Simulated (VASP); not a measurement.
# NbAs (Fm-3m) in VASP: notebook

The runs below take NbAs through single point, with r2SCAN.

Program: VASP 6.6.1. These are calculated values, not measurements. Logs are shortened: lines on timing, memory, paths and dates and some standing lists are left out, and cuts for length are marked.

**1. The cell of the first run**

Symmetry: Fm-3m, No. 225, cubic system. Conventional cell: a = 5.280 Å, b = 5.280 Å, c = 5.280 Å, α = 90.00°, β = 90.00°, γ = 90.00°. Within 3.5 Å of Nb (site symmetry m-3m) lie 6 As at 2.64 Å. As (site symmetry m-3m) has 6 Nb at 2.64 Å within 3.5 Å.

**2. Single point, r2SCAN**

File POSCAR:

```
NbAs
1.0
    0.0000000000      2.6402434826      2.6402434826
    2.6402434826      0.0000000000      2.6402434826
    2.6402434826      2.6402434826      0.0000000000
Nb As
1 1
Direct
    0.5000000000      0.5000000000      0.5000000000
    0.0000000000      0.0000000000      0.0000000000
```

File INCAR.step1:

```
SYSTEM = NbAs
  PREC = Accurate
  ENCUT = 520
  ISMEAR = 0
  SIGMA = 0.05
  LREAL = .False.
  LASPH = .True.
  NELM = 80
  NBANDS = 16
  GGA = PE
  ALGO = Normal
  EDIFF = 1E-4
  LWAVE = .True.
  LCHARG = .False.
```

File INCAR.step2:

```
SYSTEM = NbAs
  PREC = Accurate
  ENCUT = 520
  EDIFF = 1E-6
  ISMEAR = 0
  SIGMA = 0.05
  LREAL = .False.
  LASPH = .True.
  NELM = 80
  ALGO = Normal
  ISIF = 2
  LWAVE = .False.
  LCHARG = .False.
  METAGGA = R2SCAN
  LMIXTAU = .True.
  NBANDS = 16
  ISTART = 1
```

File KPOINTS:

```
Automatic mesh
0
Gamma
  12 12 12
  0 0 0
```

Potentials or basis: VASP PAW PBE potentials, release 64 (Nb_sv, As).

Command:

```
> cat potpaw_PBE.64/Nb_sv/POTCAR potpaw_PBE.64/As/POTCAR > POTCAR
> cp INCAR.step1 INCAR
> mpirun -np 1 vasp_std > vasp.out
> cp INCAR.step2 INCAR
> mpirun -np 1 vasp_std > vasp.out
```

OUTCAR:

```text
SYSTEM = NbAs
   PREC = Accurate
   ENCUT = 520
   EDIFF = 1E-6
   ISMEAR = 0
   LREAL = .False.
   LASPH = .True.
   NELM = 80
   ISIF = 2
   METAGGA = R2SCAN
   ISTART = 1

 ion  position               nearest neighbor table
   1  0.500  0.500  0.500-   2 2.64   2 2.64   2 2.64   2 2.64   2 2.64   2 2.64
   2  0.000  0.000  0.000-   1 2.64   1 2.64   1 2.64   1 2.64   1 2.64   1 2.64

  LATTYP: Found a face centered cubic cell.
 ALAT       =     5.2804869652

  Lattice vectors:

 A1 = (   0.0000000000,   2.6402434826,   2.6402434826)
 A2 = (   2.6402434826,   0.0000000000,   2.6402434826)
 A3 = (   2.6402434826,   2.6402434826,   0.0000000000)

Analysis of symmetry for initial positions (statically):
=====================================================================
 Subroutine PRICEL returns:
 Original cell was already a primitive cell.

 Routine SETGRP: Setting up the symmetry group for a
 face centered cubic supercell.

 Subroutine GETGRP returns: Found 48 space group operations
 (whereof 48 operations were pure point group operations)
 out of a pool of 48 trial point group operations.

The static configuration has the point symmetry O_h .

Analysis of symmetry for dynamics (positions and initial velocities):
=====================================================================
 Subroutine PRICEL returns:
 Original cell was already a primitive cell.

 Routine SETGRP: Setting up the symmetry group for a
 face centered cubic supercell.

 Subroutine GETGRP returns: Found 48 space group operations
 (whereof 48 operations were pure point group operations)
 out of a pool of 48 trial point group operations.

The dynamic configuration has the point symmetry O_h .

 Subroutine INISYM returns: Found 48 space group operations
 (whereof 48 operations are pure point group operations),
 and found     1 'primitive' translations

----------------------------------------------------------------------------------------

                                     Primitive cell

  volume of cell :      36.8097

  direct lattice vectors                    reciprocal lattice vectors
     0.000000000  2.640243483  2.640243483    -0.189376474  0.189376474  0.189376474
     2.640243483  0.000000000  2.640243483     0.189376474 -0.189376474  0.189376474
     2.640243483  2.640243483  0.000000000     0.189376474  0.189376474 -0.189376474

  length of vectors
     3.733868141  3.733868141  3.733868141     0.328009674  0.328009674  0.328009674

  position of ions in fractional coordinates (direct lattice)
     0.500000000  0.500000000  0.500000000
     0.000000000  0.000000000  0.000000000

  ion indices of the primitive-cell ions
   primitive index   ion index
                 1           1
                 2           2

----------------------------------------------------------------------------------------

 KPOINTS: Automatic mesh

Automatic generation of k-mesh.
 Grid dimensions read from file:
 generate k-points for:   12   12   12

 Generating k-lattice:

  Cartesian coordinates                     Fractional coordinates (reciprocal lattice)
    -0.015781373  0.015781373  0.015781373     0.083333333  0.000000000  0.000000000
     0.015781373 -0.015781373  0.015781373     0.000000000  0.083333333  0.000000000
     0.015781373  0.015781373 -0.015781373     0.000000000  0.000000000  0.083333333

  Length of vectors
     0.027334139  0.027334139  0.027334139

  Shift w.r.t. Gamma in fractional coordinates (k-lattice)
     0.000000000  0.000000000  0.000000000

 Subroutine IBZKPT returns following result:
 ===========================================

 Found     72 irreducible k-points:

 Following reciprocal coordinates:
            Coordinates               Weight
  0.000000  0.000000  0.000000      1.000000
  0.083333  0.000000  0.000000      8.000000
  0.166667  0.000000  0.000000      8.000000
  0.250000  0.000000  0.000000      8.000000
  0.333333  0.000000  0.000000      8.000000
  0.416667  0.000000  0.000000      8.000000
[... 16 lines left out ...]
  0.500000  0.166667  0.000000     24.000000
 -0.416667  0.166667  0.000000     24.000000
 [... further k-points ...]
   k-points           NKPTS =     72   k-points in BZ     NKDIM =     72   number of bands    NBANDS=     16
   number of dos      NEDOS =    301   number of ions     NIONS =      2
   total plane-waves  NPLWV =  21952
   dimension x,y,z NGX =    28 NGY =   28 NGZ =   28
   dimension x,y,z NGXF=    56 NGYF=   56 NGZF=   56
   ions per type =               1   1
   NGX,Y,Z   is equivalent  to a cutoff of  12.47, 12.47, 12.47 a.u.
   NGXF,Y,Z  is equivalent  to a cutoff of  24.93, 24.93, 24.93 a.u.
 SYSTEM =  NbAs
   PREC   = accura    normal or accurate (medium, high low for compatibility)
   ISTART =      1    job   : 0-new  1-cont  2-samecut
   ICHARG =      0    charge: 1-file 2-atom 10-const
   ISPIN  =      1    spin polarized calculation?
   LNONCOLLINEAR =      F non collinear calculations
   LSORBIT =      F    spin-orbit coupling
   LASPH  =      T    aspherical Exc in radial PAW
   ENCUT  =  520.0 eV  38.22 Ry    6.18 a.u.   6.94  6.94  6.94*2*pi/ulx,y,z
   NELM   =     80;   NELMIN=  2; NELMDL=  0     # of ELM steps
   EDIFF  = 0.1E-05   stopping-criterion for ELM
   LREAL  =      F    real-space projection
   EDIFFG = 0.1E-04   stopping-criterion for IOM
   NSW    =      0    number of steps for IOM
   IBRION =     -1    ionic relax: 0-MD 1-quasi-New 2-CG
   NFREE  =      0    steps in history (QN), initial steepest desc. (CG)
   ISIF   =      2    stress and relaxation
   ISYM   =      2    0-nonsym 1-usesym 2-fastsym
   POTIM  = 0.5000    time-step for ionic-motion
   TEBEG  =    0.0;   TEEND  =   0.0 temperature during run
   PSTRESS=    0.0 pullay stress
   NELECT =      18.0000    total number of electrons
   NUPDOWN=      -1.0000    fix difference up-down
   EMIN   =  10.00;   EMAX   =-10.00  energy-range for DOS
   EFERMI =   0.00;   METHOD = LEGACY
   ISMEAR =     0;   SIGMA  =   0.05  broadening in eV -4-tet -1-fermi 0-gaus
   EFERMI_NEDOS =   21; number of points for ismear=-14 and -15
   IALGO  =     38    algorithm
   IMIX   =      4    mixing-type and parameters
     AMIX     =   0.40;   BMIX     =  1.00
     AMIX_MAG =   1.60;   BMIX_MAG =  1.00
  volume/ion in A,a.u.               =      18.40       124.20
  Fermi-wavevector in a.u.,A,eV,Ry     =   1.289768  2.437309 22.633321  1.663502
  Thomas-Fermi vector in A             =   2.421641
   LORBIT       =      0    0 simple, 1 ext, 2 COOP (PROOUT), +10 PAW based schemes
   METAGGA = R2SCAN    functional components
   LHFCALC =     F    Hartree Fock is set to
   AEXX    =    0.0000 exact exchange contribution
   IVDW    =     0    specifies the selected vdW correction
   LEPSILON=     F    determine dielectric tensor
   LRPA    =     F    only Hartree local field effects (RPA)
 non-spin polarized calculation
 Gauss-broadening in eV      SIGMA  =   0.05
  energy-cutoff  :      520.00
  volume of cell :       36.81
 maximum number of plane-waves:      1004
   NGX = 13   NGY = 13   NGZ = 13

 number of electron      17.9999998 magnetization

 Free energy of the ion-electron system (eV)
  ---------------------------------------------------
  ext. energy  EPLUGINS =         0.00000000
  ---------------------------------------------------
  free energy    TOTEN  =       -40.21681311 eV

  energy without entropy =      -40.21355614  energy(sigma->0) =      -40.21518463

 E-fermi :   9.6746     XC(G=0): -12.2516

 val. band max:        9.6712476039   @ k =   0.5000   0.1667   0.0833
 cond. band min:       9.6875953102   @ k =   0.5000   0.5000   0.0000
 fundamental gap:      0.0163477064
 Fermi energy:         9.6745881946

 k-point     1 :       0.0000    0.0000    0.0000
  band No.  band energies     occupation
      1     -48.0394      2.00000
      2     -23.3648      2.00000
      3     -23.3648      2.00000
      4     -23.3648      2.00000
      5      -4.4255      2.00000
      6       8.1782      2.00000
[... 8 lines left out ...]
     15      18.0348      0.00000
     16      22.9715      0.00000

 k-point     2 :       0.0833    0.0000    0.0000
  band No.  band energies     occupation
      1     -48.0385      2.00000
      2     -23.3772      2.00000
      3     -23.3657      2.00000
      4     -23.3657      2.00000
      5      -4.3153      2.00000
      6       7.5698      2.00000
[... 8 lines left out ...]
     15      18.2201      0.00000
     16      22.3031      0.00000

 k-point     3 :       0.1667    0.0000    0.0000
  band No.  band energies     occupation
      1     -48.0361      2.00000
      2     -23.4109      2.00000
      3     -23.3681      2.00000
      4     -23.3681      2.00000
      5      -3.9964      2.00000
      6       6.3431      2.00000
[... 8 lines left out ...]
     15      18.5261      0.00000
     16      21.4978      0.00000

 k-point     4 :       0.2500    0.0000    0.0000
  band No.  band energies     occupation
      1     -48.0327      2.00000
      2     -23.4565      2.00000
      3     -23.3715      2.00000
      4     -23.3715      2.00000
      5      -3.5052      2.00000
      6       5.0008      2.00000
[... 8 lines left out ...]
     15      19.4422      0.00000
     16      20.0399      0.00000
[... 324 lines left out ...]
 k-point    22 :       0.4167    0.1667    0.0000
  band No.  band energies     occupation
      1     -48.0265      2.00000
      2     -23.5048      2.00000
      3     -23.3962      2.00000
      4     -23.3926      2.00000
      5      -2.6913      2.00000
      6       3.5757      2.00000
[... 8 lines left out ...]
     15      17.1527      0.00000
     16      19.3529      0.00000

 k-point    23 :       0.5000    0.1667    0.0000
  band No.  band energies     occupation
      1     -48.0248      2.00000
      2     -23.5250      2.00000
      3     -23.4045      2.00000
      4     -23.3903      2.00000
      5      -2.3327      2.00000
      6       3.0935      2.00000
[... 8 lines left out ...]
     15      18.0151      0.00000
     16      19.1754      0.00000

 k-point    24 :      -0.4167    0.1667    0.0000
  band No.  band energies     occupation
      1     -48.0246      2.00000
      2     -23.5270      2.00000
      3     -23.4111      2.00000
      4     -23.3852      2.00000
      5      -2.2452      2.00000
      6       2.9607      2.00000
[... 8 lines left out ...]
     15      18.4014      0.00000
     16      19.0386      0.00000

 [... further k-points ...]

------------------------ aborting loop because EDIFF is reached ----------------------------------------

  FORCE on cell =-STRESS in cart. coord.  units (eV):
  Direction    XX          YY          ZZ          XY          YZ          ZX
  --------------------------------------------------------------------------------------
  -------------------------------------------------------------------------------------
  Total       -0.4348466     -0.4348466     -0.4348466      0.0000000      0.0000000      0.0000000
  in kB      -18.9271280    -18.9271280    -18.9271280      0.0000000      0.0000000      0.0000000
  external PRESSURE =     -18.9271280 kB  Pullay stress =       0.0000000 kB

 VOLUME and BASIS-vectors are now :
 -----------------------------------------------------------------------------
  energy-cutoff  :      520.00
  volume of cell :       36.81
      direct lattice vectors                 reciprocal lattice vectors
     0.000000000  2.640243483  2.640243483    -0.189376474  0.189376474  0.189376474
     2.640243483  0.000000000  2.640243483     0.189376474 -0.189376474  0.189376474
     2.640243483  2.640243483  0.000000000     0.189376474  0.189376474 -0.189376474

 POSITION                                       TOTAL-FORCE (eV/Angst)
 -----------------------------------------------------------------------------------
      2.64024      2.64024      2.64024        -0.000000     -0.000000     -0.000000
      0.00000      0.00000      0.00000         0.000000      0.000000      0.000000
 -----------------------------------------------------------------------------------
    total drift:                                0.000000      0.000000      0.000000

  FREE ENERGIE OF THE ION-ELECTRON SYSTEM (eV)
  ---------------------------------------------------
  free  energy   TOTEN  =       -40.2168131091 eV

  energy  without entropy=      -40.2135561433  energy(sigma->0) =      -40.21518463
```

Run time: 90 s. Hardware: 1 thread of Intel Xeon 6975P-C (Granite Rapids), shared host; peak memory 0.19 GiB.

What came out:

```yaml
Free_energy: -40.2168 eV
Pressure: -1.9 GPa
Band_gap_on_the_k_mesh: zero (band 9 reaches 10.36 eV, above the bottom of band 10 at 8.39 eV)
```

Caveat: the PAW data sets were made with another functional, which shifts forces and pressure a little.

**3. Single point, r2SCAN (volume scaled by 1.020)**

File POSCAR:

```
NbAs
1.0
    0.0000000000      2.6467681576      2.6467681576
    2.6467681576      0.0000000000      2.6467681576
    2.6467681576      2.6467681576      0.0000000000
Nb As
1 1
Direct
    0.5000000000      0.5000000000      0.5000000000
    0.0000000000      0.0000000000      0.0000000000
```

File INCAR.step1:

```
  PREC = Accurate
  ENCUT = 520
  ISMEAR = 0
  SIGMA = 0.05
  LREAL = F
  LASPH = T
  NELM = 60
  NBANDS = 16
  GGA = PE
  ALGO = Normal
  EDIFF = 1E-4
  LWAVE = T
  LCHARG = F
```

File INCAR.step2:

```
  PREC = Accurate
  ENCUT = 520
  EDIFF = 1E-6
  ISMEAR = 0
  SIGMA = 0.05
  LREAL = F
  LASPH = T
  NELM = 60
  ALGO = Normal
  ISIF = 2
  LWAVE = F
  LCHARG = F
  METAGGA = R2SCAN
  LMIXTAU = T
  NBANDS = 16
  ISTART = 1
```

File KPOINTS:

```
regular mesh
0
Gamma
  12 12 12
```

Potentials or basis: VASP PAW PBE potentials, release 64 (Nb_sv, As).

Command:

```
> cat potpaw_PBE.64/Nb_sv/POTCAR potpaw_PBE.64/As/POTCAR > POTCAR
> cp INCAR.step1 INCAR
> mpirun -np 1 vasp_std > vasp.out
> cp INCAR.step2 INCAR
> mpirun -np 1 vasp_std > vasp.out
```

Wall time 88 s (1 thread of Intel Xeon 6975P-C (Granite Rapids), shared host); peak memory 0.19 GiB.

It converged, with:

```
Free energy            : -40.2127 eV
Pressure               : -2.9 GPa
Band gap on the k mesh : zero (band 9 reaches 10.25 eV, above the bottom of band 10 at 8.31 eV)
```

Levels at points of the mesh, in eV from the Fermi level:
```tsv
k point	band 7	band 8	band 9	band 10	band 11	band 12
(0.00, 0.00, 0.00)	-1.48	-1.48	-0.96	-0.96	-0.33	-0.33
(0.50, 0.00, 0.00)	-4.62	-4.62	0.67	0.67	1.58	3.57
(0.50, 0.50, 0.00)	-3.20	-2.27	-2.27	0.01	1.35	1.35
```

Caveat: the PAW data sets were made with another functional, which shifts forces and pressure a little.

(Continued in part 2 of 2.)
